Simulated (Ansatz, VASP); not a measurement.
## KF: VASP beside Ansatz

Contents of INCAR:

```
SYSTEM = KF
  PREC = Accurate
  ENCUT = 520
  EDIFF = 1E-8
  ISMEAR = -1
  SIGMA = 0.01
  LREAL = .False.
  LASPH = .True.
  NELM = 80
  ALGO = Normal
  ISIF = 2
  LWAVE = .False.
  LCHARG = .False.
  GGA = PE
  LEFG = .True.
  NBANDS = 15
```

File KPOINTS:

```
regular mesh
0
Gamma
  9 9 9
  0 0 0
```

POSCAR

```
KF
1.0
    0.0000000000      2.6999720186      2.6999720186
    2.6999720186      0.0000000000      2.6999720186
    2.6999720186      2.6999720186      0.0000000000
K F
1 1
Direct
    0.0000000000      0.0000000000      0.0000000000
    0.5000000000      0.5000000000      0.5000000000
```

Input for Ansatz:

```yaml
crystal:
  lattice:
    - [0.0, 2.6999720186, 2.6999720186]
    - [2.6999720186, 0.0, 2.6999720186]
    - [2.6999720186, 2.6999720186, 0.0]
  atoms:
    - { symbol: K, position: [0.0, 0.0, 0.0] }
    - { symbol: F, position: [0.5, 0.5, 0.5] }
kpoints:
  mp_grid: { grid: [9, 9, 9] }
scf:
  occupations: { method: fermi_dirac, width: 0.01 }
hamiltonian:
  xc: pbe
  pseudopotentials: { kind: paw }
output:
  forces: true
  stress: true
  eigenvalues: true
  efg: { contact_densities: true }
```

Change from the starting cell: volume scaled by 1.03, PAW files.

Alike in both runs: task electric field gradients; functional PBE; k mesh 9 × 9 × 9; occupations fermi-dirac, width 0.01 eV; no spin polarisation.

|  | VASP | Ansatz |
| --- | --- | --- |
| version | VASP 6.6.1 | Ansatz 0.2.0 |
| potentials or method | VASP PAW PBE potentials, release 64 (K_sv, F) | PAW with Ansatz's default frozen-core files, scalar-relativistic |
| plane-wave cutoff (eV) | 520 | 420 |
| valence electrons in the cell | 16 | 16 |

Ansatz gave:

* gap on the k mesh at the Fermi level (eV): 6.02
* pressure (GPa): 0.3

**Question.** Estimate VASP's values.

**Answer.** gap on the k mesh at the Fermi level (eV): 6.00; pressure (GPa): 0.4.
